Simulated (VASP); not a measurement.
# CrBiF6 (R-3) in VASP: single point with r2SCAN+U

Aim: the single point of CrBiF6 with r2SCAN+U.

Program: VASP 6.6.1. These are calculated values, not measurements. Logs are shortened: lines on timing, memory, paths and dates and some standing lists are left out, and cuts for length are marked.

## Step 1: The cell of the first run

It takes space group R-3 (No. 148, trigonal). Conventional cell: a = 5.316 Å, b = 5.316 Å, c = 14.556 Å, α = 90.00°, β = 90.00°, γ = 120.00°. Within 3.0 Å of Bi (site symmetry -3) lie 6 F at 2.31 Å. Cr (site symmetry -3) has 6 F at 1.91 Å within 2.5 Å. F (site symmetry 1) has 1 Cr at 1.91 Å and 1 Bi at 2.31 Å within 2.5 Å.

## Step 2: Single point, r2SCAN+U

Input file POSCAR:

```
CrBiF6
1.0
    2.6578253400      4.6034885200      0.0000000000
   -2.6578253400      4.6034885200      0.0000000000
    0.0000000000     -3.0689926800      4.8520002600
Bi Cr F
1 1 6
Direct
    0.5000000000      0.5000000000      0.5000000000
    0.0000000000      0.0000000000      0.0000000000
    0.2200000000      0.6300000000      0.7750000000
    0.9250000000      0.2200000000      0.7750000000
    0.6300000000      0.9250000000      0.7750000000
    0.7800000000      0.3700000000      0.2250000000
    0.0750000000      0.7800000000      0.2250000000
    0.3700000000      0.0750000000      0.2250000000
```

Input file INCAR.step1:

```
  ALGO = Normal
  EDIFF = 1E-4
  ENCUT = 520
  GGA = PE
  ISMEAR = -1
  LASPH = True
  LCHARG = False
  LDAU = True
  LDAUJ = 0 0 0
  LDAUL = -1 2 -1
  LDAUTYPE = 2
  LDAUU = 0 5.5 0
  LMAXMIX = 4
  LREAL = False
  LWAVE = True
  NBANDS = 44
  NELM = 150
  PREC = Accurate
  SIGMA = 0.1
```

Input file INCAR.step2:

```
  ALGO = Normal
  EDIFF = 1E-6
  ENCUT = 520
  ISIF = 2
  ISMEAR = -1
  ISTART = 1
  LASPH = True
  LCHARG = False
  LDAU = True
  LDAUJ = 0 0 0
  LDAUL = -1 2 -1
  LDAUPRINT = 1
  LDAUTYPE = 2
  LDAUU = 0 5.5 0
  LMAXMIX = 4
  LMIXTAU = True
  LREAL = False
  LWAVE = False
  METAGGA = R2SCAN
  NBANDS = 44
  NELM = 150
  PREC = Accurate
  SIGMA = 0.1
```

Input file KPOINTS:

```
k-points
0
Gamma
  4 4 4
```

Potentials or basis: VASP PAW PBE potentials, release 64 (Bi_d, Cr_pv, F).

Run with:

```
$ cat potpaw_PBE.64/Bi_d/POTCAR potpaw_PBE.64/Cr_pv/POTCAR potpaw_PBE.64/F/POTCAR > POTCAR
$ cp INCAR.step1 INCAR
$ mpirun -np 1 vasp_std > vasp.out
$ cp INCAR.step2 INCAR
$ mpirun -np 1 vasp_std > vasp.out
```

OUTCAR:

```text
EDIFF = 1E-6
   ENCUT = 520
   ISIF = 2
   ISMEAR = -1
   ISTART = 1
   LASPH = True
   LREAL = False
   METAGGA = R2SCAN
   NELM = 150
   PREC = Accurate

 ion  position               nearest neighbor table
   1  0.500  0.500  0.500-   5 2.31   8 2.31   7 2.31   4 2.31   3 2.31   6 2.31
   2  0.000  0.000  0.000-   5 1.91   8 1.91   6 1.91   3 1.91   7 1.91   4 1.91
   3  0.220  0.630  0.775-   2 1.91   1 2.31
   4  0.925  0.220  0.775-   2 1.91   1 2.31
   5  0.630  0.925  0.775-   2 1.91   1 2.31
   6  0.780  0.370  0.225-   2 1.91   1 2.31
   7  0.075  0.780  0.225-   2 1.91   1 2.31
   8  0.370  0.075  0.225-   2 1.91   1 2.31

  LATTYP: Found a trigonal (rhomboedric) cell.
 ALAT       =     5.7411339946
 COS(alpha) =     0.5713651239

  Lattice vectors:

 A1 = (   2.6578253400,   1.5344958400,   4.8520002600)
 A2 = (  -2.6578253400,   1.5344958400,   4.8520002600)
 A3 = (   0.0000000000,  -3.0689926800,   4.8520002600)

Analysis of symmetry for initial positions (statically):
=====================================================================
 Subroutine PRICEL returns:
 Original cell was already a primitive cell.

 Routine SETGRP: Setting up the symmetry group for a
 trigonal (rhombohedral) supercell.

 Subroutine GETGRP returns: Found  6 space group operations
 (whereof  6 operations were pure point group operations)
 out of a pool of 12 trial point group operations.

The static configuration has the point symmetry S_6 .

Analysis of symmetry for dynamics (positions and initial velocities):
=====================================================================
 Subroutine PRICEL returns:
 Original cell was already a primitive cell.

 Routine SETGRP: Setting up the symmetry group for a
 trigonal (rhombohedral) supercell.

 Subroutine GETGRP returns: Found  6 space group operations
[... 160 lines left out ...]
 -0.2867  0.5265  0.0000 -0.0000  0.0357
 -0.0000  0.0000  0.0550 -0.0000  0.0000
  0.0357 -0.0000 -0.0000  0.5265  0.2867
 -0.0000  0.0357  0.0000  0.2867  0.4277

 occupancies and eigenvectors

  o =  0.0550  v =  0.0000 -0.0000  1.0000 -0.0000  0.0000  0.0000  0.0000  0.0000  0.0000  0.0000      0.0000  0.0000  0.0000  0.0000  0.0000  0.0000  0.0000  0.0000  0.0000  0.0000
  o =  0.0550  v =  0.0000  0.0000  0.0000  0.0000  0.0000  0.0000 -0.0000  1.0000 -0.0000  0.0000      0.0000  0.0000  0.0000  0.0000  0.0000  0.0000  0.0000  0.0000  0.0000  0.0000
  o =  0.1840  v = -0.5085 -0.4851 -0.0000 -0.4248  0.5707  0.0000  0.0000  0.0000  0.0000  0.0000      0.0000  0.0000  0.0000  0.0000  0.0000  0.0000  0.0000  0.0000  0.0000  0.0000
  o =  0.1840  v =  0.0000  0.0000  0.0000  0.0000  0.0000 -0.5085 -0.4851 -0.0000 -0.4248  0.5707      0.0000  0.0000  0.0000  0.0000  0.0000  0.0000  0.0000  0.0000  0.0000  0.0000
  o =  0.1840  v =  0.0000  0.0000  0.0000  0.0000  0.0000 -0.5707 -0.4248 -0.0000  0.4851 -0.5085      0.0000  0.0000  0.0000  0.0000  0.0000  0.0000  0.0000  0.0000  0.0000  0.0000
  o =  0.1840  v = -0.5707 -0.4248 -0.0000  0.4851 -0.5085  0.0000  0.0000  0.0000  0.0000  0.0000      0.0000  0.0000  0.0000  0.0000  0.0000  0.0000  0.0000  0.0000  0.0000  0.0000
  o =  0.7702  v =  0.0000  0.0000  0.0000  0.0000  0.0000 -0.4859  0.5095  0.0000 -0.5698 -0.4239      0.0000  0.0000  0.0000  0.0000  0.0000  0.0000  0.0000  0.0000  0.0000  0.0000
  o =  0.7702  v = -0.4859  0.5095  0.0000 -0.5698 -0.4239  0.0000  0.0000  0.0000  0.0000  0.0000      0.0000  0.0000  0.0000  0.0000  0.0000  0.0000  0.0000  0.0000  0.0000  0.0000
  o =  0.7702  v =  0.0000  0.0000  0.0000  0.0000  0.0000  0.4239 -0.5698 -0.0000 -0.5095 -0.4859      0.0000  0.0000  0.0000  0.0000  0.0000  0.0000  0.0000  0.0000  0.0000  0.0000
  o =  0.7702  v =  0.4239 -0.5698 -0.0000 -0.5095 -0.4859  0.0000  0.0000  0.0000  0.0000  0.0000      0.0000  0.0000  0.0000  0.0000  0.0000  0.0000  0.0000  0.0000  0.0000  0.0000

 number of electron      68.9999996 magnetization

 Free energy of the ion-electron system (eV)
  ---------------------------------------------------
  ext. energy  EPLUGINS =         0.00000000
  ---------------------------------------------------
  free energy    TOTEN  =      -107.21360066 eV

  energy without entropy =     -107.00881872  energy(sigma->0) =     -107.11120969

 E-fermi :   1.4507     XC(G=0):  -9.8063

 val. band max:        1.4317722626   @ k =  -0.2500   0.2500  -0.2500
 cond. band min:       1.4728396307   @ k =   0.5000   0.2500   0.2500
 fundamental gap:      0.0410673681
 Fermi energy:         1.4506526407

 k-point     1 :       0.0000    0.0000    0.0000
  band No.  band energies     occupation
      1     -43.4904      2.00000
      2     -42.8930      2.00000
      3     -42.8929      2.00000
      4     -23.1795      2.00000
      5     -23.1795      2.00000
      6     -23.1596      2.00000
[... 647 lines left out ...]
     43      10.4320      0.00000
     44      12.4455      0.00000

------------------------ aborting loop because EDIFF is reached ----------------------------------------

  FORCE on cell =-STRESS in cart. coord.  units (eV):
  Direction    XX          YY          ZZ          XY          YZ          ZX
  --------------------------------------------------------------------------------------
  -------------------------------------------------------------------------------------
  Total        0.4483873      0.4483873      0.3924085      0.0000978     -0.0000000     -0.0000000
  in kB        6.0506151      6.0506151      5.2952278      0.0013201     -0.0000004     -0.0000000
  external PRESSURE =       5.7988193 kB  Pullay stress =       0.0000000 kB

 VOLUME and BASIS-vectors are now :
 -----------------------------------------------------------------------------
  energy-cutoff  :      520.00
  volume of cell :      118.73
      direct lattice vectors                 reciprocal lattice vectors
     2.657825340  4.603488520  0.000000000     0.188123724  0.108613283  0.068700196
    -2.657825340  4.603488520  0.000000000    -0.188123724  0.108613283  0.068700196
     0.000000000 -3.068992680  4.852000260     0.000000000  0.000000000  0.206100566

 POSITION                                       TOTAL-FORCE (eV/Angst)
 -----------------------------------------------------------------------------------
      0.00000      3.06899      2.42600         0.000000     -0.000000     -0.000000
      0.00000      0.00000      0.00000         0.000000     -0.000000     -0.000000
     -1.08971      1.53450      3.76030         0.534526      0.178220     -0.510847
      1.87377      2.89253      3.76030        -0.421606      0.373803     -0.510847
     -0.78406      4.77996      3.76030        -0.112919     -0.552023     -0.510847
      1.08971      4.60349      1.09170        -0.534526     -0.178220      0.510847
     -1.87377      3.24546      1.09170         0.421606     -0.373803      0.510847
      0.78406      1.35803      1.09170         0.112919      0.552023      0.510847
 -----------------------------------------------------------------------------------
    total drift:                                0.000000     -0.000000      0.000000

  FREE ENERGIE OF THE ION-ELECTRON SYSTEM (eV)
  ---------------------------------------------------
  free  energy   TOTEN  =      -107.2136006562 eV

  energy  without entropy=     -107.0088187174  energy(sigma->0) =     -107.11120969
```

OSZICAR.step1:

```text
N       E                     dE             d eps       ncg     rms          rms(c)
DAV:   1     0.901894105222E+03    0.90189E+03   -0.37053E+04  1232   0.173E+03
DAV:   2     0.749579368722E+02   -0.82694E+03   -0.77744E+03  1344   0.498E+02
DAV:   3    -0.393244744426E+02   -0.11428E+03   -0.11227E+03  1296   0.199E+02
DAV:   4    -0.440788324366E+02   -0.47544E+01   -0.46681E+01  1416   0.427E+01
DAV:   5    -0.442550245485E+02   -0.17619E+00   -0.17508E+00  1648   0.800E+00    0.275E+01
DAV:   6    -0.485577967709E+02   -0.43028E+01   -0.20893E+02  1376   0.634E+01    0.453E+01
DAV:   7    -0.365376767130E+02    0.12020E+02   -0.49205E+01  1332   0.822E+01    0.842E+00
DAV:   8    -0.367019686234E+02   -0.16429E+00   -0.27539E+00  1460   0.134E+01    0.532E+00
DAV:   9    -0.372353078132E+02   -0.53334E+00   -0.61799E-01  1612   0.430E+00    0.358E+00
DAV:  10    -0.377255910507E+02   -0.49028E+00   -0.58496E-01  1384   0.416E+00    0.151E+00
DAV:  11    -0.377803427649E+02   -0.54752E-01   -0.11914E-01  1360   0.281E+00    0.107E+00
DAV:  12    -0.378033806152E+02   -0.23038E-01   -0.35577E-02  1344   0.786E-01    0.621E-01
DAV:  13    -0.378134507665E+02   -0.10070E-01   -0.51732E-02  1392   0.141E+00    0.217E-01
DAV:  14    -0.378141609185E+02   -0.71015E-03   -0.39319E-03  1556   0.425E-01    0.930E-02
DAV:  15    -0.378144072677E+02   -0.24635E-03   -0.75969E-04  1088   0.190E-01    0.393E-02
DAV:  16    -0.378144288624E+02   -0.21595E-04   -0.12336E-04   764   0.103E-01
   1 F= -.37814429E+02 E0= -.37711941E+02  d E =-.204976E+00
```

It took 4.5 min on 1 thread of Intel Xeon Platinum 8488C (Sapphire Rapids), shared host; peak memory 0.33 GiB.

What came out:

```
Free energy            : -107.2136 eV
Pressure               : 0.6 GPa
Largest force          : 0.761 eV/Å
Band gap on the k mesh : zero (an odd number of electrons rules out a gap without spin polarisation)
```

Forces in eV/Å, atoms in the order of the input:
```
Bi   0.000  0.000  0.000
Cr   0.000  0.000  0.000
F    0.535  0.178 -0.511
F   -0.422  0.374 -0.511
F   -0.113 -0.552 -0.511
F   -0.535 -0.178  0.511
F    0.422 -0.374  0.511
F    0.113  0.552  0.511
```

Eigenvalues of the final occupation matrices:
```tsv
site	spin	trace	eigenvalues
site 2 d	1	1.96	0.06 0.18 0.18 0.77 0.77
site 2 d	2	1.96	0.06 0.18 0.18 0.77 0.77
```

Caveat: the PAW data sets were made with another functional, which shifts forces and pressure a little; spin-orbit coupling is left out, which moves the levels of the heavy elements; an odd number of electrons without spin polarisation forces a metal; a magnetic or distorted state may lie lower; the run has no spin polarisation, though such a crystal can be magnetic; U without spin polarisation on a metal has little footing. Spin polarisation is off, so any magnetic state and its effect on volume and gap are missing.
